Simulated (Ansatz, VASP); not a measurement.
## Two plane-wave programs on ZnS

File INCAR:

```
ALGO = Normal
EDIFF = 1E-7
EDIFFG = -0.005
ENCUT = 600
GGA = PE
IBRION = 2
ISIF = 3
ISMEAR = 0
IVDW = 12
LASPH = True
LCHARG = False
LREAL = False
LWAVE = False
NELM = 80
NSW = 70
PREC = Accurate
SIGMA = 0.02
```

The input KPOINTS:

```
k-points
0
Gamma
  9 9 6
```

POSCAR

```
ZnS
1.0
    3.8455099668      0.0000000000      0.0000000000
   -1.9227549834      3.3303093218      0.0000000000
    0.0000000000      0.0000000000      6.3052902589
Zn S
2 2
Direct
    0.3333333333      0.6666666667      0.0052193591
    0.6666666667      0.3333333333      0.5052193591
    0.3333333333      0.6666666667      0.3797806409
    0.6666666667      0.3333333333      0.8797806409
```

Input for Ansatz:

```yaml
crystal:
  lattice:
    - [3.8455099668, 0.0, 0.0]
    - [-1.9227549834, 3.3303093218, 0.0]
    - [0.0, 0.0, 6.3052902589]
  atoms:
    - { symbol: Zn, position: [0.3333333333, 0.6666666667, 0.0052193591] }
    - { symbol: Zn, position: [0.6666666667, 0.3333333333, 0.5052193591] }
    - { symbol: S, position: [0.3333333333, 0.6666666667, 0.3797806409] }
    - { symbol: S, position: [0.6666666667, 0.3333333333, 0.8797806409] }
basis:
  ecutwfc: 420
kpoints:
  mp_grid: { grid: [9, 9, 6] }
hamiltonian:
  xc: pbe
  dispersion: d3bj
scf:
  occupations: { method: gaussian, width: 0.02 }
output:
  forces: true
  stress: true
  eigenvalues: true
relax:
  adjacent_minimum: "off"
  f_tol: 0.005
  max_steps: 50
  cell: { stress_tol: 0.05 }
```

Alike in both runs: task relaxation of cell and atoms; functional PBE; dispersion D3(BJ); k mesh 9 × 9 × 6; occupations gaussian, width 0.02 eV; no spin polarisation.

|  | VASP | Ansatz |
| --- | --- | --- |
| version | VASP 6.6.1 | Ansatz 0.2.0 |
| potentials or method | VASP PAW PBE potentials, release 64 (Zn, S), cutoff 600 eV | scalar-relativistic, plane waves, PAW |
| valence electrons in the cell | 36 | 36 |

VASP gave:

| Property | Result |
| --- | --- |
| gap on the k mesh at the Fermi level, each at its own relaxed structure (eV) | 2.24 |
| relaxed volume (Å³/atom) | 19.48 |
| relaxed length of the cell vector where the two differ most in proportion (Å) | 6.240 |

Question: What did Ansatz give for the same quantities?

Answer: gap on the k mesh at the Fermi level, each at its own relaxed structure (eV): 2.24; relaxed volume (Å³/atom): 19.44; relaxed length of the cell vector where the two differ most in proportion (Å): 6.235.
